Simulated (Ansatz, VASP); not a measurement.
One calculation of KF, two programs

```
K F
1.0
     3.25895    0.00000    0.00000
     0.00000    3.25895    0.00000
     0.00000    0.00000    3.25895
K F
1 1
Direct
  0.75400 0.17800 0.06800
  0.25400 0.67800 0.56800
```

Alike in both runs: task single point; functional LDA; k mesh 4 × 4 × 4; occupations tetrahedron; no spin polarisation; Hubbard terms F p U = 1.5 eV.

|  | VASP | Ansatz |
| --- | --- | --- |
| version | VASP 6.6.1 | Ansatz 0.2.0 |
| potentials or method | VASP PAW LDA potentials, release 64 (K_sv, F), cutoff 600 eV | scalar-relativistic, plane waves, PAW |
| valence electrons in the cell | 16 | 16 |

Ansatz gave:

| Quantity | Value |
| --- | --- |
| pressure (GPa) | -5.9 |

What did VASP give for the same quantities?

Pressure (GPa): -6.0.

LDA's correlation is that of Perdew and Zunger in VASP and of Perdew and Wang (1992) in Ansatz. The programs project onto different local orbitals, so the same U acts differently, and such runs can settle in different states. Ansatz's warnings: force scf threshold loose, stress scf threshold loose, tetrahedron derivatives may miss energy slope.

The k mesh is coarse, so the values compare programs but aren't converged.
